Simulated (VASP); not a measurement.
# Si16Ni (a cell with a defect) in VASP: further runs

Si16Ni (a cell with a defect) is run at these levels: r2SCAN; tasks: single point.

All numbers are computed with VASP 6.6.1; they aren't measurements. Logs are shortened: lines on timing, memory, paths and dates and some standing lists are left out, and cuts for length are marked.

**1. The cell of the first run**

The cell holds a defect, 17 atoms: a = 7.679 Å, b = 7.679 Å, c = 7.679 Å, α = 60.00°, β = 60.00°, γ = 60.00°.

**2. Single point, r2SCAN, collinear spin, ferromagnetic start**

Contents of POSCAR:

```
Si16Ni
1.0
    0.0000000000      5.4300000000      5.4300000000
    5.4300000000      0.0000000000      5.4300000000
    5.4300000000      5.4300000000      0.0000000000
Si Ni
16 1
Direct
   -0.0004666783      0.0038396110     -0.0005424610
    0.1220798298      0.1306132565      0.1220742785
   -0.0120271779      0.0046144365      0.5038161180
    0.1157663272      0.1266764274      0.6260077958
    0.0037377983      0.5049555290      0.0036395286
    0.1282915131      0.6287060198      0.1282602690
   -0.0007778142      0.5001982841      0.5034244358
    0.1225327976      0.6224729413      0.6296817536
    0.5038516753      0.0045876641     -0.0120103997
    0.6260721349      0.1266921224      0.1157200981
    0.4900725185     -0.0091883274      0.4900109798
    0.6154479773      0.1150785366      0.6154583042
    0.5034525338      0.5002206933     -0.0008313857
    0.6297528028      0.6224420847      0.1224961661
    0.5042349560      0.4875651439      0.5041724770
    0.6258491372      0.6162941834      0.6258002013
    0.3342453185      0.8342658034      0.3342412906
```

Contents of INCAR.step1:

```
SYSTEM = Si16Ni
PREC = Accurate ; ENCUT = 520
ISMEAR = 0 ; SIGMA = 0.02
LREAL = Auto ; LASPH = .TRUE.
NELM = 150 ; ISPIN = 2
MAGMOM = 0 0 0 0 0 0 0 0 0 0 0 0 0 0 0 0 0.8 ; LMAXMIX = 4
NBANDS = 55 ; GGA = PE
ALGO = Normal ; EDIFF = 1E-4
LWAVE = .TRUE. ; LCHARG = .FALSE.
```

Contents of INCAR.step2:

```
SYSTEM = Si16Ni
PREC = Accurate ; ENCUT = 520
EDIFF = 1E-6 ; ISMEAR = 0
SIGMA = 0.02 ; LREAL = Auto
LASPH = .TRUE. ; NELM = 150
ALGO = Normal ; ISIF = 2
LWAVE = .FALSE. ; LCHARG = .FALSE.
ISPIN = 2 ; MAGMOM = 0 0 0 0 0 0 0 0 0 0 0 0 0 0 0 0 0.8
LORBIT = 11 ; LMAXMIX = 4
METAGGA = R2SCAN ; LMIXTAU = .TRUE.
NBANDS = 55 ; ISTART = 1
```

Contents of KPOINTS:

```
Automatic mesh
0
G
  2 2 2
  0 0 0
```

Potentials or basis: VASP PAW PBE potentials, release 64 (Si, Ni).

The run is started by

```sh
cat potpaw_PBE.64/Si/POTCAR potpaw_PBE.64/Ni/POTCAR > POTCAR
cp INCAR.step1 INCAR
mpirun -np 1 vasp_std > vasp.out
cp INCAR.step2 INCAR
mpirun -np 1 vasp_std > vasp.out
```

OUTCAR:

```text
SYSTEM = Si16Ni
   PREC = Accurate
   ENCUT = 520
   EDIFF = 1E-6
   ISMEAR = 0
   LREAL = Auto
   LASPH = .TRUE.
   NELM = 150
   ISIF = 2
   ISPIN = 2
   LORBIT = 11
   METAGGA = R2SCAN
   ISTART = 1

 ion  position               nearest neighbor table
   1  1.000  0.004  0.999-   2 2.33   4 2.34  10 2.34   6 2.35
   2  0.122  0.131  0.122-   1 2.33   5 2.35  17 2.39   3 2.39   9 2.39
   3  0.988  0.005  0.504-  17 2.29   4 2.33  12 2.34   2 2.39   8 2.40
   4  0.116  0.127  0.626-   3 2.33   1 2.34   7 2.34  11 2.35
   5  0.004  0.505  0.004-   6 2.34   8 2.35  14 2.35   2 2.35
   6  0.128  0.629  0.128-   5 2.34   1 2.35  13 2.35   7 2.35
   7  0.999  0.500  0.503-   8 2.33  16 2.34   4 2.34   6 2.35
   8  0.123  0.622  0.630-   7 2.33   5 2.35  17 2.39  15 2.39   3 2.40
   9  0.504  0.005  0.988-  17 2.29  10 2.33  12 2.34   2 2.39  14 2.40
  10  0.626  0.127  0.116-   9 2.33   1 2.34  13 2.34  11 2.35
  11  0.490  0.991  0.490-  10 2.35   4 2.35  12 2.35  16 2.35  17 2.94
  12  0.615  0.115  0.615-  15 2.34   3 2.34   9 2.34  11 2.35
  13  0.503  0.500  0.999-  14 2.33  16 2.34  10 2.34   6 2.35
  14  0.630  0.622  0.122-  13 2.33   5 2.35  17 2.39  15 2.39   9 2.40
  15  0.504  0.488  0.504-  17 2.29  16 2.33  12 2.34  14 2.39   8 2.39
  16  0.626  0.616  0.626-  15 2.33  13 2.34   7 2.34  11 2.35
  17  0.334  0.834  0.334-   9 2.29   3 2.29  15 2.29   8 2.39  14 2.39   2 2.39  11 2.94

  LATTYP: Found a face centered cubic cell.
 ALAT       =    10.8600000000

  Lattice vectors:

 A1 = (   0.0000000000,   5.4300000000,   5.4300000000)
 A2 = (   5.4300000000,   0.0000000000,   5.4300000000)
 A3 = (   5.4300000000,   5.4300000000,   0.0000000000)

Analysis of symmetry for initial positions (statically):
=====================================================================
 Subroutine PRICEL returns:
 Original cell was already a primitive cell.

 Routine SETGRP: Setting up the symmetry group for a
 face centered cubic supercell.

 Subroutine GETGRP returns: Found  1 space group operations
 (whereof  1 operations were pure point group operations)
 out of a pool of 48 trial point group operations.

The static configuration has the point symmetry C_1 .

Analysis of symmetry for dynamics (positions and initial velocities):
=====================================================================
 Subroutine PRICEL returns:
 Original cell was already a primitive cell.

 Routine SETGRP: Setting up the symmetry group for a
 face centered cubic supercell.

 Subroutine GETGRP returns: Found  1 space group operations
 (whereof  1 operations were pure point group operations)
 out of a pool of 48 trial point group operations.

The dynamic configuration has the point symmetry C_1 .

Analysis of structural, dynamic, and magnetic symmetry:
=====================================================================
 Subroutine PRICEL returns:
 Original cell was already a primitive cell.

 Routine SETGRP: Setting up the symmetry group for a
 face centered cubic supercell.

 Subroutine GETGRP returns: Found  1 space group operations
 (whereof  1 operations were pure point group operations)
 out of a pool of 48 trial point group operations.

The overall configuration has the point symmetry C_1 .

 Subroutine INISYM returns: Found  1 space group operations
 (whereof  1 operations are pure point group operations),
 and found     1 'primitive' translations

----------------------------------------------------------------------------------------

                                     Primitive cell

  volume of cell :     320.2060

  direct lattice vectors                    reciprocal lattice vectors
     0.000000000  5.430000000  5.430000000    -0.092081031  0.092081031  0.092081031
     5.430000000  0.000000000  5.430000000     0.092081031 -0.092081031  0.092081031
     5.430000000  5.430000000  0.000000000     0.092081031  0.092081031 -0.092081031

  length of vectors
     7.679179644  7.679179644  7.679179644     0.159489025  0.159489025  0.159489025

  position of ions in fractional coordinates (direct lattice)
     0.999533322  0.003839611  0.999457539
     0.122079830  0.130613256  0.122074279
     0.987972822  0.004614436  0.503816118
     0.115766327  0.126676427  0.626007796
     0.003737798  0.504955529  0.003639529
     0.128291513  0.628706020  0.128260269
[... 9 lines left out ...]
     0.625849137  0.616294183  0.625800201
[... 65 lines left out ...]
   NGXF,Y,Z  is equivalent  to a cutoff of  25.98, 25.98, 25.98 a.u.
 SYSTEM =  Si16Ni
   PREC   = accura    normal or accurate (medium, high low for compatibility)
   ISTART =      1    job   : 0-new  1-cont  2-samecut
   ICHARG =      0    charge: 1-file 2-atom 10-const
   ISPIN  =      2    spin polarized calculation?
   LNONCOLLINEAR =      F non collinear calculations
   LSORBIT =      F    spin-orbit coupling
   LASPH  =      T    aspherical Exc in radial PAW
   ENCUT  =  520.0 eV  38.22 Ry    6.18 a.u.  14.28 14.28 14.28*2*pi/ulx,y,z
   NELM   =    150;   NELMIN=  2; NELMDL=  0     # of ELM steps
   EDIFF  = 0.1E-05   stopping-criterion for ELM
   LREAL  =      T    real-space projection
   EDIFFG = 0.1E-04   stopping-criterion for IOM
   NSW    =      0    number of steps for IOM
   IBRION =     -1    ionic relax: 0-MD 1-quasi-New 2-CG
   NFREE  =      0    steps in history (QN), initial steepest desc. (CG)
   ISIF   =      2    stress and relaxation
   ISYM   =      2    0-nonsym 1-usesym 2-fastsym
   POTIM  = 0.5000    time-step for ionic-motion
   TEBEG  =    0.0;   TEEND  =   0.0 temperature during run
   PSTRESS=    0.0 pullay stress
   NELECT =      74.0000    total number of electrons
   NUPDOWN=      -1.0000    fix difference up-down
   EMIN   =  10.00;   EMAX   =-10.00  energy-range for DOS
   EFERMI =   0.00;   METHOD = LEGACY
   ISMEAR =     0;   SIGMA  =   0.02  broadening in eV -4-tet -1-fermi 0-gaus
   EFERMI_NEDOS =   21; number of points for ismear=-14 and -15
   IALGO  =     38    algorithm
   IMIX   =      4    mixing-type and parameters
     AMIX     =   0.40;   BMIX     =  1.00
     AMIX_MAG =   1.60;   BMIX_MAG =  1.00
  volume/ion in A,a.u.               =      18.84       127.11
  Fermi-wavevector in a.u.,A,eV,Ry     =   1.004636  1.898488 13.732283  1.009294
  Thomas-Fermi vector in A             =   2.137265
   LORBIT       =     11    0 simple, 1 ext, 2 COOP (PROOUT), +10 PAW based schemes
   METAGGA = R2SCAN    functional components
   LHFCALC =     F    Hartree Fock is set to
   AEXX    =    0.0000 exact exchange contribution
   IVDW    =     0    specifies the selected vdW correction
   LEPSILON=     F    determine dielectric tensor
   LRPA    =     F    only Hartree local field effects (RPA)
 spin polarized calculation
 Gauss-broadening in eV      SIGMA  =   0.02
  energy-cutoff  :      520.00
  volume of cell :      320.21
 maximum number of plane-waves:      8646
 NGX is ok and might be reduce to    60
   NGX = 29   NGY = 29   NGZ = 29

 number of electron      73.9999996 magnetization       0.2262771

 Free energy of the ion-electron system (eV)
  ---------------------------------------------------
  ext. energy  EPLUGINS =         0.00000000
  ---------------------------------------------------
  free energy    TOTEN  =      -150.29863356 eV

  energy without entropy =     -150.29799677  energy(sigma->0) =     -150.29831516

 E-fermi :   6.5115     XC(G=0): -10.1413

 val. band max:        6.4921177128   @ k =   0.0000   0.0000   0.0000
 cond. band min:       6.5307131671   @ k =   0.0000   0.0000   0.0000
 fundamental gap:      0.0385954543
 Fermi energy:         6.5114522704

 spin component 1

 k-point     1 :       0.0000    0.0000    0.0000
  band No.  band energies     occupation
      1      -6.5563      1.00000
      2      -4.1046      1.00000
      3      -4.0709      1.00000
      4      -4.0690      1.00000
      5      -3.9817      1.00000
      6      -2.3318      1.00000
[... 405 lines left out ...]
     48      10.7170      0.00000
     49      10.7535      0.00000
 Fermi energy:         6.5114522704

 spin component 2

 k-point     1 :       0.0000    0.0000    0.0000
  band No.  band energies     occupation
      1      -6.5427      1.00000
      2      -4.0868      1.00000
      3      -4.0537      1.00000
      4      -4.0517      1.00000
      5      -3.9717      1.00000
      6      -2.3274      1.00000
[... 405 lines left out ...]
     48      10.7463      0.00000
     49      10.7736      0.00000
 [bands above 49 left out]

------------------------ aborting loop because EDIFF is reached ----------------------------------------

  FORCE on cell =-STRESS in cart. coord.  units (eV):
  Direction    XX          YY          ZZ          XY          YZ          ZX
  --------------------------------------------------------------------------------------
  -------------------------------------------------------------------------------------
  Total        3.8195356      3.7478639      3.8243739      0.7521290      0.7494719      0.7074270
  in kB       19.1113628     18.7527477     19.1355716      3.7633398      3.7500449      3.5396698
  external PRESSURE =      18.9998940 kB  Pullay stress =       0.0000000 kB

 VOLUME and BASIS-vectors are now :
 -----------------------------------------------------------------------------
  energy-cutoff  :      520.00
  volume of cell :      320.21
      direct lattice vectors                 reciprocal lattice vectors
     0.000000000  5.430000000  5.430000000    -0.092081031  0.092081031  0.092081031
     5.430000000  0.000000000  5.430000000     0.092081031 -0.092081031  0.092081031
     5.430000000  5.430000000  0.000000000     0.092081031  0.092081031 -0.092081031

 POSITION                                       TOTAL-FORCE (eV/Angst)
 -----------------------------------------------------------------------------------
      5.44790     10.85452      5.44832         0.013150     -0.029147      0.012786
      1.37209      1.32576      1.37212        -0.000997      0.001894     -0.000871
      2.76078      8.10041      5.38975         0.027722     -0.025710     -0.012341
      4.08708      4.02783      1.31646        -0.009522      0.013940      0.011239
      2.76167      0.04006      2.76220        -0.005884      0.006951     -0.007436
      4.11033      1.39308      4.11050         0.020476      0.019370      0.020356
[... 9 lines left out ...]
      6.74457      6.79646      6.74484         0.021484     -0.010039      0.021283
      6.34499      3.62988      6.34502        -0.003960     -0.000446     -0.003849
 -----------------------------------------------------------------------------------
    total drift:                                0.001686     -0.006523      0.002467

  FREE ENERGIE OF THE ION-ELECTRON SYSTEM (eV)
  ---------------------------------------------------
  free  energy   TOTEN  =      -150.2986335557 eV

  energy  without entropy=     -150.2979967680  energy(sigma->0) =     -150.29831516

 total charge

# of ion       s       p       d       tot
------------------------------------------
    1        0.737   0.981   0.000   1.718
    2        0.726   0.978   0.000   1.704
    3        0.727   0.988   0.000   1.715
    4        0.739   0.977   0.000   1.715
    5        0.735   0.966   0.000   1.701
    6        0.738   0.979   0.000   1.716
[... 9 lines left out ...]
   16        0.738   0.977   0.000   1.715
   17        0.475   0.514   8.617   9.606
--------------------------------------------------
tot         12.216  16.156   8.617  36.989

 magnetization (x)

# of ion       s       p       d       tot
------------------------------------------
    1        0.000   0.003   0.000   0.003
    2        0.001   0.009   0.000   0.011
    3        0.002   0.008   0.000   0.009
    4        0.000   0.004   0.000   0.004
    5       -0.000   0.001   0.000   0.001
    6       -0.000   0.001   0.000   0.001
[... 9 lines left out ...]
   16        0.000   0.004   0.000   0.004
   17       -0.000  -0.001   0.018   0.016
--------------------------------------------------
tot          0.008   0.075   0.018   0.101
```

Wall time 19 min (1 thread of AMD EPYC 9R45 (Zen 5), shared host); peak memory 0.78 GiB.

What came out:

```
Free energy                                           : -150.2986 eV
Pressure                                              : 1.9 GPa
Largest force                                         : 0.041 eV/Å
Net moment                                            : 0.23 μB per cell
Valence electrons inside the program's atomic spheres : Si 1.72, 1.70, 1.71 (each value once); Ni 9.61
```

Forces on the atoms (eV/Å):
```
Si   0.013 -0.029  0.013
Si  -0.001  0.002 -0.001
Si   0.028 -0.026 -0.012
Si  -0.010  0.014  0.011
Si  -0.006  0.007 -0.007
Si   0.020  0.019  0.020
Si   0.001  0.010 -0.027
Si  -0.003 -0.004 -0.001
Si  -0.013 -0.026  0.028
Si   0.010  0.013 -0.009
Si  -0.008 -0.005 -0.008
Si  -0.008  0.011 -0.009
Si  -0.027  0.011  0.001
Si   0.000 -0.003 -0.003
Si  -0.014  0.015 -0.013
Si   0.021 -0.010  0.021
Ni  -0.004  0.000 -0.004
```

Caveat: the k points lie up to 0.50 Å⁻¹ apart; the PAW data sets were made with another functional, which shifts forces and pressure a little.

**3. Single point, r2SCAN, collinear spin, zero start**

Contents of POSCAR:

```
Si16Ni
1.0
    0.0000000000      5.4300000000      5.4300000000
    5.4300000000      0.0000000000      5.4300000000
    5.4300000000      5.4300000000      0.0000000000
Si Ni
16 1
Direct
    0.0032862799      0.0069940147     -0.0107448435
    0.1242703499      0.1344353591      0.1202292818
    0.0026360037      0.0067573665      0.4997203499
    0.1554108656      0.1064839779      0.6182342541
   -0.0146047882      0.5102274401      0.0022395948
    0.1253956722      0.6199995396      0.1254227440
    0.0079008287      0.4807735727      0.5054525783
    0.1249270718      0.6199267035      0.6289889503
    0.4965870166      0.0055400552     -0.0012439227
    0.6309430939      0.1278443831      0.1151180479
    0.5304159300     -0.0088050645      0.4889547882
    0.6304631676      0.1280445672      0.6256965009
    0.4971399632      0.5018515654     -0.0028767956
    0.6122993554      0.6301448435      0.1285413444
    0.4968933702      0.5020160221      0.5034255985
    0.6354434622      0.6158852670      0.6240278085
   -0.0020465009      0.8306476059      0.3348533149
```

Contents of INCAR.step1:

```
SYSTEM = Si16Ni
PREC = Accurate ; ENCUT = 520
ISMEAR = 0 ; SIGMA = 0.02
LREAL = Auto ; LASPH = .True.
NELM = 150 ; ISPIN = 2
MAGMOM = 0 0 0 0 0 0 0 0 0 0 0 0 0 0 0 0 0 ; LMAXMIX = 4
NBANDS = 55 ; GGA = PE
ALGO = Normal ; EDIFF = 1E-4
LWAVE = .True. ; LCHARG = .False.
```

Contents of INCAR.step2:

```
SYSTEM = Si16Ni
PREC = Accurate ; ENCUT = 520
EDIFF = 1E-7 ; ISMEAR = 0
SIGMA = 0.02 ; LREAL = Auto
LASPH = .True. ; NELM = 150
ALGO = Normal ; ISIF = 2
LWAVE = .False. ; LCHARG = .False.
ISPIN = 2 ; MAGMOM = 0 0 0 0 0 0 0 0 0 0 0 0 0 0 0 0 0
LORBIT = 11 ; LMAXMIX = 4
METAGGA = R2SCAN ; LMIXTAU = .True.
NBANDS = 55 ; ISTART = 1
```

Contents of KPOINTS:

```
Automatic mesh
0
Gamma
  1 1 1
  0 0 0
```

Potentials or basis: VASP PAW PBE potentials, release 64 (Si, Ni).

The run is started by

```sh
cat potpaw_PBE.64/Si/POTCAR potpaw_PBE.64/Ni/POTCAR > POTCAR
cp INCAR.step1 INCAR
mpirun -np 1 vasp_gam > vasp.out
cp INCAR.step2 INCAR
mpirun -np 1 vasp_gam > vasp.out
```

It took 13 min on 1 thread of Intel Xeon Platinum 8259CL at 2.50GHz (Skylake/Cascade Lake), shared host; peak memory 0.77 GiB.

The run converged. Its results:

* Free energy: -132.3689 eV
* Pressure: 7.2 GPa
* Largest force: 1.272 eV/Å
* Net moment: 0.00 μB per cell
* Site moments: Si +0.05, -0.00, -0.05, +0.00, -0.04, +0.01, -0.01, -0.02, +0.02 (each value once); Ni -0.00 μB
* Valence electrons inside the program's atomic spheres: Si 1.73, 1.69, 1.75, 1.70, 1.71, 1.72 (each value once); Ni 9.59

Forces on the atoms (eV/Å):
```
Si   1.213 -0.007 -0.358
Si  -0.151  0.188  0.536
Si  -0.010 -1.228 -0.331
Si  -0.718  0.745  0.217
Si   0.016 -0.047  0.299
Si  -0.458  0.400 -0.349
Si   0.634 -0.678  0.127
Si  -0.373  0.448 -0.327
Si   0.509 -0.533  0.341
Si  -0.170  0.189 -0.112
Si  -0.373  0.332  0.742
Si  -0.186  0.195 -0.117
Si  -0.294 -0.742 -0.346
Si  -0.006  0.023 -0.133
Si   0.732  0.278 -0.366
Si  -0.261  0.289  0.230
Ni  -0.105  0.148 -0.054
```

Stress tensor (GPa, compression positive):
```
 7.31  0.20 -0.39
 0.20  7.31  0.37
-0.39  0.37  7.08
```

Levels at points of the mesh, in eV from the Fermi level:
Spin up:
```tsv
k point	band 33	band 34	band 35	band 36	band 37	band 38	band 39	band 40	band 41	band 42
(0.00, 0.00, 0.00)	-1.17	-1.02	-0.44	-0.24	-0.11	0.16	0.31	0.56	0.58	0.84
```
Spin down:
```tsv
k point	band 34	band 35	band 36	band 37	band 38	band 39	band 40	band 41
(0.00, 0.00, 0.00)	-1.02	-0.44	-0.23	-0.13	0.16	0.31	0.56	0.58
```

Caveat: the k points lie up to 1.00 Å⁻¹ apart; the PAW data sets were made with another functional, which shifts forces and pressure a little.

(Part 1 of 2 ends here.)
